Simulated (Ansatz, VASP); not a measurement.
# KI: VASP beside Ansatz

File POSCAR:

```
KI
1.0
    0.0000000000      3.8865762157      3.8865762157
    3.8865762157      0.0000000000      3.8865762157
    3.8865762157      3.8865762157      0.0000000000
K I
1 1
Direct
    0.0000000000      0.0000000000      0.0000000000
    0.2500000000      0.2500000000      0.2500000000
```

The input INCAR.step1:

```
SYSTEM = KI
  ALGO = Normal
  EDIFF = 1E-4
  ENCUT = 520
  GGA = PE
  ISMEAR = 0
  LASPH = .True.
  LCHARG = .False.
  LREAL = .False.
  LWAVE = .True.
  NBANDS = 15
  NELM = 100
  PREC = Accurate
  SIGMA = 0.01
```

File INCAR.step2:

```
SYSTEM = KI
  ALGO = Normal
  EDIFF = 1E-6
  ENCUT = 520
  ISIF = 2
  ISMEAR = 0
  ISTART = 1
  LASPH = .True.
  LCHARG = .False.
  LMIXTAU = .True.
  LREAL = .False.
  LWAVE = .False.
  METAGGA = R2SCAN
  NBANDS = 15
  NELM = 100
  PREC = Accurate
  SIGMA = 0.01
```

The input KPOINTS:

```
k-points
0
Gamma
  6 6 6
  0 0 0
```

Input for Ansatz:

```yaml
crystal:
  lattice:
    - [0.0, 3.8865762157, 3.8865762157]
    - [3.8865762157, 0.0, 3.8865762157]
    - [3.8865762157, 3.8865762157, 0.0]
  atoms:
    - { symbol: K, position: [0.0, 0.0, 0.0] }
    - { symbol: I, position: [0.25, 0.25, 0.25] }
kpoints:
  mp_grid: { grid: [6, 6, 6] }
  band_path:
    path:
      - [0.0, 0.0, 0.0]
      - [-0.5, -0.5, 0.0]
      - [-0.375, -0.375, 0.25]
      - [-0.375, 0.0, 0.375]
      - [0.0, 0.0, 0.5]
      - [-0.5, -0.25, 0.25]
      - [0.0, 0.166667, -0.166667]
    npoints: 1
hamiltonian:
  xc: r2scan
scf:
  occupations: { method: fixed }
  n_extra_bands: 4
output:
  forces: true
  stress: true
  eigenvalues: true
  write_density: true
  write_potential: true
  elf: true
  volumetric_format: npy
```

Change from the starting cell: hydrostatic strain -2.0%.

Alike in both runs: task single point; functional r2SCAN; k mesh 6 × 6 × 6; no spin polarisation.

|  | VASP | Ansatz |
| --- | --- | --- |
| version | VASP 6.6.1 | Ansatz 0.2.0 |
| potentials or method | VASP PAW PBE potentials, release 64 (K_sv, I) | plane waves, PAW |
| plane-wave cutoff (eV) | 520 | 500 |
| occupations | gaussian, width 0.01 eV | fixed |
| valence electrons in the cell | 16 | 26 |

Ansatz gave:

- gap on the k mesh at the Fermi level (eV): 4.56
- pressure (GPa): 0.5

Q: What did VASP give for the same quantities?

A: gap on the k mesh at the Fermi level (eV): 4.55; pressure (GPa): 0.6.

VASP's potentials were made for PBE, not for r2SCAN. VASP's potentials hold 16 valence electrons a cell and Ansatz's 26, so a difference there can come from the potentials and not from the codes.

Neither program's run includes spin-orbit coupling.
